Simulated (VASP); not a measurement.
# Nd2As3W (P6/mmm) in VASP: notebook

Runs on Nd2As3W. Level: PBE. Tasks: relaxation of cell and atoms, single point.

All numbers are computed with VASP 6.6.1; they aren't measurements. Logs are shortened: lines on timing, memory, paths and dates and some standing lists are left out, and cuts for length are marked.

### Step 1. The cell of the first run

The structure is hexagonal, space group P6/mmm (No. 191). The conventional cell has a = 5.718 Å, b = 5.718 Å, c = 5.106 Å, α = 90.00°, β = 90.00°, γ = 120.00°. Nd (site symmetry -6m2) has 6 As at 3.04 Å and 3 Nd at 3.30 Å and 3 W at 3.30 Å within 4.0 Å. As (site symmetry mmm) has 4 As at 2.86 Å and 4 Nd at 3.04 Å and 4 W at 3.83 Å within 3.9 Å. Within 4.3 Å of W (site symmetry 6/mmm) lie 6 Nd at 3.30 Å and 12 As at 3.83 Å.

The cell was generated, and may not be a known phase.

### Step 2. Relaxation of cell and atoms, PBE

File INCAR:

```
SYSTEM = Nd2As3W
  PREC = Accurate
  ENCUT = 500
  EDIFF = 1E-7
  ISMEAR = 0
  SIGMA = 0.1
  LREAL = .FALSE.
  LASPH = .TRUE.
  NELM = 200
  ALGO = Normal
  ISIF = 3
  LWAVE = .FALSE.
  LCHARG = .FALSE.
  GGA = PE
  IBRION = 2
  NSW = 90
  EDIFFG = -0.04
  GGA_COMPAT = .FALSE.
  NELMIN = 4
  LMAXMIX = 6
```

File KPOINTS:

```
Automatic mesh
0
G
  6 6 4
  0 0 0
```

File POSCAR:

```
Nd2As3W
1.0
    5.7184199447      0.0000000000      0.0000000000
   -2.8592099724      4.9522969416      0.0000000000
    0.0000000000      0.0000000000      5.1056332708
Nd As W
2 3 1
Direct
    0.6666666667      0.3333333333      0.0000000000
    0.3333333333      0.6666666667      0.0000000000
    0.0000000000      0.5000000000      0.5000000000
    0.5000000000      0.5000000000      0.5000000000
    0.5000000000      0.0000000000      0.5000000000
    0.0000000000      0.0000000000      0.0000000000
```

Potentials or basis: VASP PAW PBE potentials, release 64 (Nd_3, As, W_sv), 4f in core.

On the command line:

```sh
> cat potpaw_PBE.64/Nd_3/POTCAR potpaw_PBE.64/As/POTCAR potpaw_PBE.64/W_sv/POTCAR > POTCAR
> mpirun -np 1 vasp_std > vasp.out
```

OUTCAR:

```text
SYSTEM = Nd2As3W
   PREC = Accurate
   ENCUT = 500
   EDIFF = 1E-7
   ISMEAR = 0
   LREAL = .FALSE.
   LASPH = .TRUE.
   NELM = 200
   ISIF = 3
   GGA = PE
   IBRION = 2
   NSW = 90
   EDIFFG = -0.04
   NELMIN = 4

 ion  position               nearest neighbor table
   1  0.667  0.333  0.000-   3 3.04   3 3.04   5 3.04   5 3.04   4 3.04   4 3.04   2 3.30   2 3.30
                             6 3.30   6 3.30   6 3.30   2 3.30
   2  0.333  0.667  0.000-   3 3.04   3 3.04   5 3.04   5 3.04   4 3.04   4 3.04   1 3.30   1 3.30
                             6 3.30   6 3.30   6 3.30   1 3.30
   3  0.000  0.500  0.500-   5 2.86   5 2.86   4 2.86   4 2.86   1 3.04   2 3.04   1 3.04   2 3.04

   4  0.500  0.500  0.500-   3 2.86   3 2.86   5 2.86   5 2.86   1 3.04   2 3.04   1 3.04   2 3.04

   5  0.500  0.000  0.500-   3 2.86   3 2.86   4 2.86   4 2.86   1 3.04   2 3.04   1 3.04   2 3.04

   6  0.000  0.000  0.000-   1 3.30   2 3.30   1 3.30   2 3.30   1 3.30   2 3.30

  LATTYP: Found a hexagonal cell.
 ALAT       =     5.7184199447
 C/A-ratio  =     0.8928398614

  Lattice vectors:

 A1 = (   5.7184199447,   0.0000000000,   0.0000000000)
 A2 = (  -2.8592099724,   4.9522969416,   0.0000000000)
 A3 = (   0.0000000000,   0.0000000000,   5.1056332708)

Analysis of symmetry for initial positions (statically):
=====================================================================
 Subroutine PRICEL returns:
 Original cell was already a primitive cell.

 Routine SETGRP: Setting up the symmetry group for a
 hexagonal supercell.

 Subroutine GETGRP returns: Found 24 space group operations
 (whereof 24 operations were pure point group operations)
 out of a pool of 24 trial point group operations.

The static configuration has the point symmetry D_6h.

Analysis of symmetry for dynamics (positions and initial velocities):
=====================================================================
 Subroutine PRICEL returns:
 Original cell was already a primitive cell.

 Routine SETGRP: Setting up the symmetry group for a
 hexagonal supercell.

 Subroutine GETGRP returns: Found 24 space group operations
 (whereof 24 operations were pure point group operations)
 out of a pool of 24 trial point group operations.

The dynamic configuration has the point symmetry D_6h.

 Subroutine INISYM returns: Found 24 space group operations
 (whereof 24 operations are pure point group operations),
 and found     1 'primitive' translations

----------------------------------------------------------------------------------------

                                     Primitive cell

  volume of cell :     144.5880

  direct lattice vectors                    reciprocal lattice vectors
     5.718419945  0.000000000  0.000000000     0.174873481  0.100963251  0.000000000
    -2.859209972  4.952296942  0.000000000     0.000000000  0.201926502  0.000000000
     0.000000000  0.000000000  5.105633271     0.000000000  0.000000000  0.195862089

  length of vectors
     5.718419945  5.718419945  5.105633271     0.201926502  0.201926502  0.195862089

  position of ions in fractional coordinates (direct lattice)
     0.666666667  0.333333333  0.000000000
     0.333333333  0.666666667  0.000000000
     0.000000000  0.500000000  0.500000000
     0.500000000  0.500000000  0.500000000
     0.500000000  0.000000000  0.500000000
     0.000000000  0.000000000  0.000000000

  ion indices of the primitive-cell ions
   primitive index   ion index
                 1           1
                 2           2
                 3           3
                 4           4
                 5           5
                 6           6

[... 80 lines left out ...]
   EMIN   =  10.00;   EMAX   =-10.00  energy-range for DOS
   EFERMI =   0.00;   METHOD = LEGACY
   ISMEAR =     0;   SIGMA  =   0.10  broadening in eV -4-tet -1-fermi 0-gaus
   EFERMI_NEDOS =   21; number of points for ismear=-14 and -15
   IALGO  =     38    algorithm
   IMIX   =      4    mixing-type and parameters
     AMIX     =   0.40;   BMIX     =  1.00
     AMIX_MAG =   1.60;   BMIX_MAG =  1.00
  volume/ion in A,a.u.               =      24.10       162.62
  Fermi-wavevector in a.u.,A,eV,Ry     =   1.156700  2.185846 18.203985  1.337955
  Thomas-Fermi vector in A             =   2.293318
   LORBIT       =      0    0 simple, 1 ext, 2 COOP (PROOUT), +10 PAW based schemes
   GGA     = PE    functional components
   LHFCALC =     F    Hartree Fock is set to
   AEXX    =    0.0000 exact exchange contribution
   IVDW    =     0    specifies the selected vdW correction
   LEPSILON=     F    determine dielectric tensor
   LRPA    =     F    only Hartree local field effects (RPA)
 conjugate gradient relaxation of ions
 non-spin polarized calculation
 Gauss-broadening in eV      SIGMA  =   0.10
  energy-cutoff  :      500.00
  volume of cell :      144.59
 maximum number of plane-waves:      3714
 NGX is ok and might be reduce to    42
   NGX = 21   NGY = 21   NGZ = 19

--------------------------------------- Ionic step        1  -------------------------------------------

 number of electron      51.0000004 magnetization

 Free energy of the ion-electron system (eV)
  ---------------------------------------------------
  ext. energy  EPLUGINS =         0.00000000
  ---------------------------------------------------
  free energy    TOTEN  =       -34.05517054 eV

  energy without entropy =      -34.01889840  energy(sigma->0) =      -34.03703447

------------------------ aborting loop because EDIFF is reached ----------------------------------------

  FORCE on cell =-STRESS in cart. coord.  units (eV):
  Direction    XX          YY          ZZ          XY          YZ          ZX
  --------------------------------------------------------------------------------------
  -------------------------------------------------------------------------------------
  Total        0.4339723      0.4339723     -0.6954066     -0.0000000      0.0000000      0.0000000
  in kB        4.8088396      4.8088396     -7.7057884     -0.0000000      0.0000000      0.0000000
  external PRESSURE =       0.6372970 kB  Pullay stress =       0.0000000 kB

 VOLUME and BASIS-vectors are now :
 -----------------------------------------------------------------------------
  energy-cutoff  :      500.00
  volume of cell :      144.59
      direct lattice vectors                 reciprocal lattice vectors
     5.718419945  0.000000000  0.000000000     0.174873481  0.100963251  0.000000000
    -2.859209972  4.952296942  0.000000000     0.000000000  0.201926502  0.000000000
     0.000000000  0.000000000  5.105633271     0.000000000  0.000000000  0.195862089

 POSITION                                       TOTAL-FORCE (eV/Angst)
 -----------------------------------------------------------------------------------
      2.85921      1.65077      0.00000         0.000000     -0.000000      0.000000
     -0.00000      3.30153      0.00000        -0.000000      0.000000     -0.000000
     -1.42960      2.47615      2.55282        -0.000000      0.000000      0.000000
      1.42960      2.47615      2.55282        -0.000000      0.000000      0.000000
      2.85921      0.00000      2.55282        -0.000000      0.000000      0.000000
      0.00000      0.00000      0.00000        -0.000000      0.000000      0.000000
 -----------------------------------------------------------------------------------
    total drift:                               -0.000000      0.000000      0.000000

  FREE ENERGIE OF THE ION-ELECTRON SYSTEM (eV)
  ---------------------------------------------------
  free  energy   TOTEN  =       -34.0551705357 eV

  energy  without entropy=      -34.0188984046  energy(sigma->0) =      -34.03703447

--------------------------------------- Ionic step        2  -------------------------------------------

 number of electron      51.0000003 magnetization

 Free energy of the ion-electron system (eV)
  ---------------------------------------------------
  ext. energy  EPLUGINS =         0.00000000
  ---------------------------------------------------
  free energy    TOTEN  =       -34.05944308 eV

  energy without entropy =      -34.02386784  energy(sigma->0) =      -34.04165546

 E-fermi :   5.0950     XC(G=0): -10.4565

 val. band max:        5.0898484379   @ k =   0.5000   0.0000   0.5000
 cond. band min:       5.1006889871   @ k =   0.0000   0.0000   0.0000
 fundamental gap:      0.0108405492
 Fermi energy:         5.0950053798

 k-point     1 :       0.0000    0.0000    0.0000
  band No.  band energies     occupation
      1     -69.1334      2.00000
      2     -33.5781      2.00000
      3     -33.1296      2.00000
      4     -33.1296      2.00000
      5     -32.4357      2.00000
      6     -32.2305      2.00000
[... 682 lines left out ...]
     29       6.2803      0.00000
     30       6.2803      0.00000

------------------------ aborting loop because EDIFF is reached ----------------------------------------

  FORCE on cell =-STRESS in cart. coord.  units (eV):
  Direction    XX          YY          ZZ          XY          YZ          ZX
  --------------------------------------------------------------------------------------
  -------------------------------------------------------------------------------------
  Total        0.1265835      0.1265835     -0.1213613     -0.0000000     -0.0000000      0.0000000
  in kB        1.4007636      1.4007636     -1.3429757     -0.0000000     -0.0000000      0.0000000
  external PRESSURE =       0.4861838 kB  Pullay stress =       0.0000000 kB

 VOLUME and BASIS-vectors are now :
 -----------------------------------------------------------------------------
  energy-cutoff  :      500.00
  volume of cell :      144.78
      direct lattice vectors                 reciprocal lattice vectors
     5.738373397 -0.000000000  0.000000000     0.174265411  0.100612182 -0.000000000
    -2.869186698  4.969577138  0.000000000     0.000000000  0.201224364 -0.000000000
     0.000000000  0.000000000  5.077085750    -0.000000000 -0.000000000  0.196963386

 POSITION                                       TOTAL-FORCE (eV/Angst)
 -----------------------------------------------------------------------------------
      2.86919      1.65653      0.00000        -0.000000      0.000000     -0.000000
     -0.00000      3.31305      5.07709         0.000000     -0.000000      0.000000
      4.30378      2.48479      2.53854        -0.000000      0.000000     -0.000000
      1.43459      2.48479      2.53854        -0.000000      0.000000     -0.000000
      2.86919     -0.00000      2.53854         0.000000      0.000000     -0.000000
      5.73837     -0.00000      0.00000         0.000000      0.000000     -0.000000
 -----------------------------------------------------------------------------------
    total drift:                               -0.000000      0.000000     -0.000000

  FREE ENERGIE OF THE ION-ELECTRON SYSTEM (eV)
  ---------------------------------------------------
  free  energy   TOTEN  =       -34.0594430762 eV

  energy  without entropy=      -34.0238678421  energy(sigma->0) =      -34.04165546

 reached required accuracy - stopping structural energy minimisation
```

It took 77 s on 1 thread of Intel Xeon 6975P-C (Granite Rapids), shared host; peak memory 0.32 GiB.

Results:

```yaml
Free_energy: -34.0594 eV
Relaxed_volume: 24.13 Å³/atom
Relaxed_cell: a = 5.738 Å, b = 5.738 Å, c = 5.077 Å, α = 90.00°, β = 90.00°, γ = 120.00°
Space_group_after_relaxing_to_0.1_Å: P6/mmm (No. 191)
Energy_gained_by_relaxing: 0.7 meV/atom
Ionic_steps: 2
Pressure_after_relaxing: 0.0 GPa
Band_gap_on_the_k_mesh: zero (an odd number of electrons rules out a gap without spin polarisation)
```

Stress tensor (GPa, compression positive):
```
 0.14  0.00  0.00
 0.00  0.14  0.00
 0.00  0.00 -0.13
```

The path:
```tsv
step	energy change (eV)	largest force (eV/Å)	pressure (GPa)	volume (Å³)
1	0.0000	0.0000	0.06	144.59
2	-0.0043	0.0000	0.05	144.78
```

Final structure:
```cif
data_structure
_symmetry_space_group_name_H-M 'P 1'
_symmetry_Int_Tables_number 1
_cell_length_a 5.7384
_cell_length_b 5.7384
_cell_length_c 5.0771
_cell_angle_alpha 90.000
_cell_angle_beta 90.000
_cell_angle_gamma 120.000
_cell_volume 144.78
loop_
_atom_site_label
_atom_site_type_symbol
_atom_site_fract_x
_atom_site_fract_y
_atom_site_fract_z
_atom_site_occupancy
Nd1 Nd 0.66667 0.33333 0.00000 1
Nd2 Nd 0.33333 0.66667 0.00000 1
As1 As 0.00000 0.50000 0.50000 1
As2 As 0.50000 0.50000 0.50000 1
As3 As 0.50000 0.00000 0.50000 1
W1 W 0.00000 0.00000 0.00000 1
```

Caveat: spin-orbit coupling is left out, which moves the levels of the heavy elements; the 4f electrons are frozen in the core, so they carry no moment and show no levels; an odd number of electrons without spin polarisation forces a metal; a magnetic or distorted state may lie lower.

(Part 1 of 2 ends here.)
